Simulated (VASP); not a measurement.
The system is I.

```
CELL_PARAMETERS angstrom
3.30000 0.00000 0.00000
0.00000 3.30000 0.00000
0.00000 0.00000 3.30000
ATOMIC_POSITIONS crystal
I 0.00000 0.00000 0.00000
```

| Item | Value |
| --- | --- |
| Program | VASP 6.6.1 |
| Task | relaxation of cell and atoms |
| Functional | PBE |
| Potentials or basis | VASP PAW PBE potentials, release 64 (I) |
| Cutoff | 600 eV |
| k mesh | 8 × 8 × 8 |
| Occupations | fermi-dirac, width 0.02 eV |
| Spin | no spin polarisation |

At the start: pressure 4.7 GPa; volume 35.94 Å³/atom.

**Question.** Where does the relaxation end?

**Answer.** Over 3 steps the energy falls by 70.0 meV/atom and the volume is 41.43 Å³/atom (+15.3 %); space group Pm-3m (No. 221, to 0.1 Å) before and after.

Step by step:
| step | energy change (eV) | largest force (eV/Å) | pressure (GPa) | volume (Å³) |
| --- | --- | --- | --- | --- |
| 1 | 0.0000 | 0.0000 | 4.74 | 35.94 |
| 2 | -0.0698 | 0.0000 | -0.16 | 41.76 |
| 3 | -0.0700 | 0.0000 | 0.00 | 41.43 |

Final structure:
```cif
data_structure
_symmetry_space_group_name_H-M 'P 1'
_symmetry_Int_Tables_number 1
_cell_length_a 3.4602
_cell_length_b 3.4602
_cell_length_c 3.4602
_cell_angle_alpha 90.000
_cell_angle_beta 90.000
_cell_angle_gamma 90.000
_cell_volume 41.43
loop_
_atom_site_label
_atom_site_type_symbol
_atom_site_fract_x
_atom_site_fract_y
_atom_site_fract_z
_atom_site_occupancy
I1 I 0.00000 0.00000 0.00000 1
```

Caveat: the volume moved by over 15 % at a fixed basis, so the end points are rough; an odd number of electrons without spin polarisation forces a metal; a magnetic or distorted state may lie lower.
